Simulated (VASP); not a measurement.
# Zr4B7 (a cell with a defect) in VASP: a series of runs

The runs below take Zr4B7 (a cell with a defect) through single point, relaxation of the atoms, with PBE.

All numbers are computed with VASP 6.6.1; they aren't measurements. Logs are shortened: lines on timing, memory, paths and dates and some standing lists are left out, and cuts for length are marked.

## 1. The cell of the first run

The cell holds a defect, 11 atoms: a = 6.340 Å, b = 6.340 Å, c = 3.533 Å, α = 90.00°, β = 90.00°, γ = 120.00°.

## 2. Single point, PBE

Input file INCAR:

```
SYSTEM = Zr4B7
ALGO = Normal
EDIFF = 1E-6
ENCUT = 420
GGA = PE
GGA_COMPAT = .False.
ISIF = 2
ISMEAR = -1
LASPH = .True.
LCHARG = .False.
LREAL = .False.
LWAVE = .False.
NBANDS = 46
NELM = 120
PREC = Accurate
SIGMA = 0.15
```

Input file KPOINTS:

```
k-points
0
Gamma
  2 2 3
  0 0 0
```

Input file POSCAR:

```
Zr4B7
1.0
    6.3400005427      0.0000000000      0.0000000000
   -3.1700002714      5.4906015300      0.0000000000
    0.0000000000      0.0000000000      3.5330000000
Zr B
4 7
Direct
   -0.0003572852     -0.0007145704      0.0000000000
   -0.0003572852      0.5003572852      0.0000000000
    0.5000000000      0.0000000000      0.0000000000
    0.5007145704      0.5003572852      0.0000000000
    0.3401465192      0.1598534808      0.5000000000
    0.1685237270      0.8342618635      0.5000000000
    0.3401465192      0.6802930384      0.5000000000
    0.6657381365      0.3314762730      0.5000000000
    0.8197069616      0.1598534808      0.5000000000
    0.6657381365      0.8342618635      0.5000000000
    0.8333333333      0.6666666667      0.5000000000
```

Potentials or basis: VASP PAW PBE potentials, release 64 (Zr_sv, B).

Run with:

```bash
> cat potpaw_PBE.64/Zr_sv/POTCAR potpaw_PBE.64/B/POTCAR > POTCAR
> mpirun -np 1 vasp_std > vasp.out
```

OUTCAR:

```text
SYSTEM = Zr4B7
   EDIFF = 1E-6
   ENCUT = 420
   GGA = PE
   ISIF = 2
   ISMEAR = -1
   LASPH = .True.
   LREAL = .False.
   NELM = 120
   PREC = Accurate

 ion  position               nearest neighbor table
   1  1.000  0.999  0.000-  11 2.54  11 2.54  10 2.55  10 2.55   6 2.55   6 2.55   5 2.57   5 2.57
                             9 2.57   9 2.57   4 3.16   2 3.16   3 3.17   3 3.17   4 3.18   2 3.18
   2  1.000  0.500  0.000-  11 2.54  11 2.54   8 2.55   8 2.55   6 2.55   6 2.55   7 2.57   7 2.57
                             9 2.57   9 2.57   4 3.16   1 3.16   3 3.17   3 3.17   4 3.18   1 3.18
   3  0.500  0.000  0.000-   9 2.49   9 2.49   7 2.49   7 2.49   5 2.49   5 2.49   6 2.54   6 2.54
                             8 2.54   8 2.54  10 2.54  10 2.54   2 3.17   2 3.17   1 3.17   1 3.17
   4  0.501  0.500  0.000-  11 2.54  11 2.54  10 2.55  10 2.55   8 2.55   8 2.55   5 2.57   5 2.57
                             7 2.57   7 2.57   1 3.16   2 3.16   3 3.17   3 3.17   1 3.18   2 3.18
   5  0.340  0.160  0.500-   8 1.79   6 1.79   3 2.49   3 2.49   1 2.57   1 2.57   4 2.57   4 2.57
[... 9 lines left out ...]
  10  0.666  0.834  0.500-   7 1.79   9 1.79  11 1.84   3 2.54   3 2.54   1 2.55   1 2.55   4 2.55
                             4 2.55
  11  0.833  0.667  0.500-  10 1.84   6 1.84   8 1.84   4 2.54   4 2.54   1 2.54   1 2.54   2 2.54
                             2 2.54

  LATTYP: Found a hexagonal cell.
 ALAT       =     6.3400005427
 C/A-ratio  =     0.5572554728

  Lattice vectors:

 A1 = (   6.3400005427,   0.0000000000,   0.0000000000)
 A2 = (  -3.1700002714,   5.4906015300,   0.0000000000)
 A3 = (   0.0000000000,   0.0000000000,   3.5330000000)

Analysis of symmetry for initial positions (statically):
=====================================================================
 Subroutine PRICEL returns:
 Original cell was already a primitive cell.

 Routine SETGRP: Setting up the symmetry group for a
 hexagonal supercell.

 Subroutine GETGRP returns: Found 12 space group operations
 (whereof  4 operations were pure point group operations)
 out of a pool of 24 trial point group operations.

The static configuration has the point symmetry C_2v.
 The point group associated with its full space group is D_3h.

Analysis of symmetry for dynamics (positions and initial velocities):
=====================================================================
 Subroutine PRICEL returns:
 Original cell was already a primitive cell.

 Routine SETGRP: Setting up the symmetry group for a
 hexagonal supercell.

 Subroutine GETGRP returns: Found 12 space group operations
 (whereof  4 operations were pure point group operations)
 out of a pool of 24 trial point group operations.

[... 110 lines left out ...]
   NUPDOWN=      -1.0000    fix difference up-down
   EMIN   =  10.00;   EMAX   =-10.00  energy-range for DOS
   EFERMI =   0.00;   METHOD = LEGACY
   ISMEAR =    -1;   SIGMA  =   0.15  broadening in eV -4-tet -1-fermi 0-gaus
   EFERMI_NEDOS =   21; number of points for ismear=-14 and -15
   IALGO  =     38    algorithm
   IMIX   =      4    mixing-type and parameters
     AMIX     =   0.40;   BMIX     =  1.00
     AMIX_MAG =   1.60;   BMIX_MAG =  1.00
  volume/ion in A,a.u.               =      11.18        75.45
  Fermi-wavevector in a.u.,A,eV,Ry     =   1.350227  2.551560 24.804971  1.823114
  Thomas-Fermi vector in A             =   2.477749
   LORBIT       =      0    0 simple, 1 ext, 2 COOP (PROOUT), +10 PAW based schemes
   GGA     = PE    functional components
   LHFCALC =     F    Hartree Fock is set to
   AEXX    =    0.0000 exact exchange contribution
   IVDW    =     0    specifies the selected vdW correction
   LEPSILON=     F    determine dielectric tensor
   LRPA    =     F    only Hartree local field effects (RPA)
 non-spin polarized calculation
  energy-cutoff  :      420.00
  volume of cell :      122.99
 maximum number of plane-waves:      2418
   NGX = 21   NGY = 21   NGZ = 11

 number of electron      69.0000002 magnetization

 Free energy of the ion-electron system (eV)
  ---------------------------------------------------
  ext. energy  EPLUGINS =         0.00000000
  ---------------------------------------------------
  free energy    TOTEN  =       -89.55278482 eV

  energy without entropy =      -89.19828219  energy(sigma->0) =      -89.37553351

 E-fermi :   9.5218     XC(G=0): -12.1386

 val. band max:        9.4629058620   @ k =   0.5000   0.0000   0.0000
 cond. band min:       9.5945995474   @ k =   0.0000   0.0000   0.3333
 fundamental gap:      0.1316936853
 Fermi energy:         9.5217591705

 k-point     1 :       0.0000    0.0000    0.0000
  band No.  band energies     occupation
      1     -38.7955      2.00000
      2     -38.6987      2.00000
      3     -38.6987      2.00000
      4     -38.5672      2.00000
      5     -17.3475      2.00000
      6     -17.3396      2.00000
[... 185 lines left out ...]
     45      14.6796      0.00000
     46      14.7153      0.00000

------------------------ aborting loop because EDIFF is reached ----------------------------------------

  FORCE on cell =-STRESS in cart. coord.  units (eV):
  Direction    XX          YY          ZZ          XY          YZ          ZX
  --------------------------------------------------------------------------------------
  -------------------------------------------------------------------------------------
  Total        4.0434449      4.0434449     -3.0056309     -0.0000000     -0.0000000      0.0000000
  in kB       52.6755705     52.6755705    -39.1555538     -0.0000000     -0.0000000      0.0000000
  external PRESSURE =      22.0651957 kB  Pullay stress =       0.0000000 kB

 VOLUME and BASIS-vectors are now :
 -----------------------------------------------------------------------------
  energy-cutoff  :      420.00
  volume of cell :      122.99
      direct lattice vectors                 reciprocal lattice vectors
     6.340000543  0.000000000  0.000000000     0.157728693  0.091064703  0.000000000
    -3.170000271  5.490601530  0.000000000     0.000000000  0.182129407  0.000000000
     0.000000000  0.000000000  3.533000000     0.000000000  0.000000000  0.283045570

 POSITION                                       TOTAL-FORCE (eV/Angst)
 -----------------------------------------------------------------------------------
      3.17000      5.48668      0.00000        -0.000000      0.007095      0.000000
      4.75160      2.74726      0.00000         0.006145     -0.003548      0.000000
      3.17000      0.00000      0.00000         0.000000      0.000000      0.000000
      1.58840      2.74726      0.00000        -0.006145     -0.003548      0.000000
      1.64979      0.87769      1.76650        -0.004491      0.002593      0.000000
     -1.57617      4.58060      1.76650        -0.001694     -0.000978      0.000000
     -0.00000      3.73522      1.76650         0.000000     -0.005186      0.000000
      3.17000      1.82000      1.76650        -0.000000      0.001956     -0.000000
      4.69021      0.87769      1.76650         0.004491      0.002593      0.000000
      1.57617      4.58060      1.76650         0.001694     -0.000978      0.000000
      3.17000      3.66040      1.76650         0.000000      0.000000      0.000000
 -----------------------------------------------------------------------------------
    total drift:                                0.000000     -0.000000      0.000000

  FREE ENERGIE OF THE ION-ELECTRON SYSTEM (eV)
  ---------------------------------------------------
  free  energy   TOTEN  =       -89.5527848178 eV

  energy  without entropy=      -89.1982821927  energy(sigma->0) =      -89.37553351
```

OSZICAR:

```text
N       E                     dE             d eps       ncg     rms          rms(c)
DAV:   1     0.500508395970E+03    0.50051E+03   -0.32248E+04   368   0.127E+03
DAV:   2    -0.575365301227E+02   -0.55804E+03   -0.53936E+03   432   0.372E+02
DAV:   3    -0.991730569995E+02   -0.41637E+02   -0.41297E+02   584   0.847E+01
DAV:   4    -0.101391707286E+03   -0.22187E+01   -0.22142E+01   536   0.167E+01
DAV:   5    -0.101455816980E+03   -0.64110E-01   -0.64103E-01   504   0.273E+00    0.395E+01
DAV:   6    -0.893871164183E+02    0.12069E+02   -0.45912E+01   426   0.241E+01    0.153E+01
DAV:   7    -0.895499782900E+02   -0.16286E+00   -0.53768E+00   536   0.752E+00    0.659E+00
DAV:   8    -0.895474457762E+02    0.25325E-02   -0.35043E-01   488   0.295E+00    0.292E+00
DAV:   9    -0.895530720394E+02   -0.56263E-02   -0.45852E-02   472   0.131E+00    0.254E-01
DAV:  10    -0.895528089122E+02    0.26313E-03   -0.72942E-03   504   0.357E-01    0.159E-01
DAV:  11    -0.895527715622E+02    0.37350E-04   -0.83440E-04   448   0.141E-01    0.545E-02
DAV:  12    -0.895527886056E+02   -0.17043E-04   -0.10692E-04   512   0.555E-02    0.992E-03
DAV:  13    -0.895527852270E+02    0.33786E-05   -0.97972E-06   440   0.155E-02    0.637E-03
DAV:  14    -0.895527848178E+02    0.40921E-06   -0.12996E-06   264   0.624E-03
   1 F= -.89552785E+02 E0= -.89375534E+02  d E =-.354503E+00
```

Wall time 14 s (1 thread of AMD EPYC 9R45 (Zen 5), shared host); peak memory 0.16 GiB.

What came out:

| Quantity | Value |
| --- | --- |
| Free energy | -89.5528 eV |
| Pressure | 2.2 GPa |
| Largest force | 0.007 eV/Å |
| Band gap on the k mesh | zero (an odd number of electrons rules out a gap without spin polarisation) |

Forces on the atoms (eV/Å):
```
Zr   0.000  0.007  0.000
Zr   0.006 -0.004  0.000
Zr   0.000  0.000  0.000
Zr  -0.006 -0.004  0.000
B   -0.004  0.003  0.000
B   -0.002 -0.001  0.000
B    0.000 -0.005  0.000
B    0.000  0.002  0.000
B    0.004  0.003  0.000
B    0.002 -0.001  0.000
B    0.000  0.000  0.000
```

Stress tensor (GPa, compression positive):
```
 5.27  0.00  0.00
 0.00  5.27  0.00
 0.00  0.00 -3.92
```

Levels at points of the mesh, in eV from the Fermi level:
```csv
k point,band 31,band 32,band 33,band 34,band 35,band 36,band 37,band 38
"(0.00, 0.00, 0.00)",-2.00,-2.00,-1.95,-0.88,0.28,0.28,2.60,2.60
"(0.50, 0.00, 0.00)",-1.52,-1.51,-1.17,-0.13,-0.06,0.89,1.04,1.34
```

Caveat: the k points lie up to 0.59 Å⁻¹ apart, too coarse for converged energies and pressures of a metal.

## 3. Relaxation of the atoms, PBE

Input file INCAR:

```
PREC = Accurate
ENCUT = 450
EDIFF = 1E-7
ISMEAR = -1
SIGMA = 0.15
LREAL = F
LASPH = T
NELM = 120
ALGO = Normal
ISIF = 2
LWAVE = F
LCHARG = F
GGA = PE
IBRION = 2
NSW = 45
EDIFFG = -0.03
GGA_COMPAT = F
NELMIN = 4
```

Input file KPOINTS:

```
regular mesh
0
Gamma
  2 2 3
```

Input file POSCAR:

```
Zr4B7
1.0
    6.3400005427      0.0000000000      0.0000000000
   -3.1700002714      5.4906015300      0.0000000000
    0.0000000000      0.0000000000      3.5330000000
Zr B
4 7
Direct
    0.0000000000      0.0000000000      0.0000000000
    0.0000000000      0.5000000000      0.0000000000
    0.5000000000      0.0000000000      0.0000000000
    0.5000000000      0.5000000000      0.0000000000
    0.3333333333      0.1666666667      0.5000000000
    0.1666666667      0.8333333333      0.5000000000
    0.3333333333      0.6666666667      0.5000000000
    0.6666666667      0.3333333333      0.5000000000
    0.8333333333      0.1666666667      0.5000000000
    0.6666666667      0.8333333333      0.5000000000
    0.8333333333      0.6666666667      0.5000000000
```

Potentials or basis: VASP PAW PBE potentials, release 64 (Zr_sv, B).

Run with:

```bash
> cat potpaw_PBE.64/Zr_sv/POTCAR potpaw_PBE.64/B/POTCAR > POTCAR
> mpirun -np 1 vasp_std > vasp.out
```

Run time: 43 s. Hardware: 1 thread of AMD EPYC 9R45 (Zen 5), shared host; peak memory 0.19 GiB.

It converged, with:

```yaml
Free_energy: -89.5534 eV
Energy_gained_by_relaxing: 10.9 meV/atom
Ionic_steps: 4
Pressure_after_relaxing: 2.2 GPa
Largest_force_after_relaxing: 0.025 eV/Å
Band_gap_on_the_k_mesh: zero (an odd number of electrons rules out a gap without spin polarisation)
```

Forces in eV/Å, atoms in the order of the input:
```
Zr   0.000 -0.025  0.000
Zr  -0.021  0.012  0.000
Zr   0.000  0.000  0.000
Zr   0.021  0.012  0.000
B   -0.009  0.005  0.000
B   -0.021 -0.012  0.000
B    0.000 -0.011  0.000
B    0.000  0.025  0.000
B    0.009  0.005  0.000
B    0.021 -0.012  0.000
B    0.000  0.000  0.000
```

Stress tensor (GPa, compression positive):
```
 5.34  0.00  0.00
 0.00  5.34  0.00
 0.00  0.00 -3.93
```

The path:
```csv
step,energy change (eV),largest force (eV/Å),pressure (GPa)
1,0.0000,1.0079,1.32
2,-0.1043,0.3515,2.00
3,-0.1144,0.2628,2.37
4,-0.1195,0.0246,2.25
```

Final structure:
```xyz
11
Lattice="6.3400 0.0000 0.0000 -3.1700 5.4906 0.0000 0.0000 0.0000 3.5330" Properties=species:S:1:pos:R:3 pbc="T T T"
Zr    3.1700    5.4880    3.5330
Zr    4.7528    2.7466    3.5330
Zr    3.1700    0.0000    0.0000
Zr    1.5872    2.7466    3.5330
B     1.6502    0.8774    1.7665
B    -1.5752    4.5812    1.7665
B     0.0000    3.7357    1.7665
B     3.1700    1.8189    1.7665
B     4.6898    0.8774    1.7665
B     1.5752    4.5812    1.7665
B     3.1700    3.6604    1.7665
```

Levels at points of the mesh, in eV from the Fermi level:
```tsv
k point	band 31	band 32	band 33	band 34	band 35	band 36	band 37	band 38
(0.00, 0.00, 0.00)	-1.99	-1.99	-1.94	-0.88	0.28	0.28	2.61	2.61
(0.50, 0.00, 0.00)	-1.52	-1.51	-1.17	-0.13	-0.06	0.89	1.04	1.34
```

Caveat: the k points lie up to 0.59 Å⁻¹ apart, too coarse for converged energies and pressures of a metal.
